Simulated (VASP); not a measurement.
The system is LiF (Griceite).

```
F Li
1.0
     0.00000    2.04050    2.04050
     2.04050    0.00000    2.04050
     2.04050    2.04050    0.00000
F Li
1 1
Cartesian
  2.0405 2.0405 2.0405
  0.0000 0.0000 0.0000
```

This cell differs from its parent crystal: volume scaled by 1.04.

Base run:

```yaml
Program: VASP 6.6.1
Functional: PBEsol
Potentials_or_basis: VASP PAW PBE potentials, release 64 (F, Li_sv)
Cutoff: 520 eV
k_mesh: 11 × 11 × 11
Occupations: fermi-dirac, width 0.05 eV
Spin: no spin polarisation
```

Its results: band gap on the k mesh 8.58 eV, direct.

Question: The run is repeated on the same cell with these changes: functional from PBEsol to LDA; potentials or basis from VASP PAW PBE potentials, release 64 (F, Li_sv) to VASP PAW LDA potentials, release 64 (F, Li_sv). What comes out?

Answer: Band gap on the k mesh 8.49 eV, direct.

A k mesh can miss the band edges.
